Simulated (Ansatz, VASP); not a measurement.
## Zn: VASP beside Ansatz

File INCAR:

```
SYSTEM = Zn
PREC = Accurate
ENCUT = 520
EDIFF = 1E-6
ISMEAR = 0
SIGMA = 0.15
LREAL = .FALSE.
LASPH = .TRUE.
NELM = 80
ALGO = Normal
ISIF = 2
LWAVE = .FALSE.
LCHARG = .TRUE.
GGA = PS
LELF = .TRUE.
LVHAR = .TRUE.
NBANDS = 12
```

File KPOINTS:

```
regular mesh
0
G
  20 20 20
  0 0 0
```

File POSCAR:

```
Zn
1.0
   -1.4841722663      1.5300745013      1.5300745013
    1.4841722663     -1.5300745013      1.5300745013
    1.4841722663      1.5300745013     -1.5300745013
Zn
1
Direct
    0.0000000000      0.0000000000      0.0000000000
```

Input for Ansatz:

```yaml
crystal:
  lattice:
    - [-1.4841722663, 1.5300745013, 1.5300745013]
    - [1.4841722663, -1.5300745013, 1.5300745013]
    - [1.4841722663, 1.5300745013, -1.5300745013]
  atoms:
    - { symbol: Zn, position: [0.0, 0.0, 0.0] }
basis:
  ecutwfc: 520.0
kpoints:
  mp_grid: { grid: [20, 20, 20] }
hamiltonian:
  xc: pbesol
scf:
  occupations: { method: gaussian, width: 0.15 }
output:
  forces: true
  stress: true
  eigenvalues: true
```

Change from the starting cell: normal strain along x -0.0300, normal strain along z +0.0000.

Alike in both runs: task single point; functional PBEsol; k mesh 20 × 20 × 20; occupations gaussian, width 0.15 eV; no spin polarisation.

|  | VASP | Ansatz |
| --- | --- | --- |
| version | VASP 6.6.1 | Ansatz 0.2.0 |
| potentials or method | VASP PAW PBE potentials, release 64 (Zn), cutoff 520 eV | scalar-relativistic, plane waves, PAW |
| valence electrons in the cell | 12 | 12 |

VASP gave:

| Property | Result |
| --- | --- |
| gap on the k mesh at the Fermi level (eV) | none |
| pressure (GPa) | 3.0 |
| traceless stress, the component that is largest in VASP (GPa) | -0.90 |

Question: Which values does Ansatz return?

Answer: gap on the k mesh at the Fermi level (eV): none; pressure (GPa): 2.5; traceless stress, the component that is largest in VASP (GPa): -0.91.

VASP's potentials were made for PBE, not for PBEsol. A gap of «none» marks a metal or a gap that the smearing closes.
